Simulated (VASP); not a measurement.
NaHF2: single point with PBEsol+D3(BJ)

The system is NaHF2.

```
Na H F
1.0
     1.72254    0.99451    4.54517
    -1.72254    0.99451    4.54517
     0.00000   -1.98902    4.54517
Na H F
1 1 2
Direct
  0.00000 0.00000 0.00000
  0.50000 0.50000 0.50000
  0.41661 0.41661 0.41661
  0.58339 0.58339 0.58339
```

```json
{
 "Program": "VASP 6.6.1",
 "Task": "single point",
 "Functional": "PBEsol",
 "Dispersion": "D3(BJ)",
 "Potentials or basis": "VASP PAW PBE potentials, release 64 (Na_pv, H, F)",
 "Cutoff": "600 eV",
 "k mesh": "6 × 6 × 6",
 "Occupations": "gaussian, width 0.01 eV",
 "Spin": "no spin polarisation"
}
```

The pressure is 0.0 GPa, the largest force is 0.120 eV/Å and the band gap on the k mesh is 6.97 eV (least direct gap 7.13 eV). The dispersion energy per atom is -0.071 eV.

Forces on the atoms (eV/Å):
```
Na   0.000  0.000  0.000
H    0.000  0.000  0.000
F    0.000  0.000 -0.120
F    0.000  0.000  0.120
```

Stress tensor (GPa, compression positive):
```
-0.47  0.00  0.00
 0.00 -0.47  0.00
 0.00  0.00  0.94
```

Levels at points of the mesh, in eV from the valence-band top:
```csv
k point,band 7,band 8,band 9,band 10,band 11,band 12,band 13,band 14,band 15,band 16
"(0.00, 0.00, 0.00)",-0.51,-0.51,-0.25,-0.25,-0.16,6.97,13.34,14.65,17.58,19.20
"(0.50, 0.00, 0.00)",-1.68,-0.68,-0.53,-0.36,-0.34,11.16,11.88,15.43,15.72,16.04
"(0.50, 0.50, 0.00)",-1.43,-0.87,-0.85,-0.54,-0.12,12.04,12.25,13.78,13.96,16.46
"(0.50, 0.50, 0.50)",-1.15,-0.74,-0.74,0.00,0.00,8.71,9.98,16.33,19.40,19.40
```

Wall time 25 s on 1 thread of AMD EPYC 9R45 96-Core Processor (Zen 5), on a shared host, peak memory 0.21 GiB.

Caveat: three body term missing; the PAW data sets were made with another functional, which shifts forces and pressure a little. As with any semilocal functional, this PBEsol gap is likely too small.
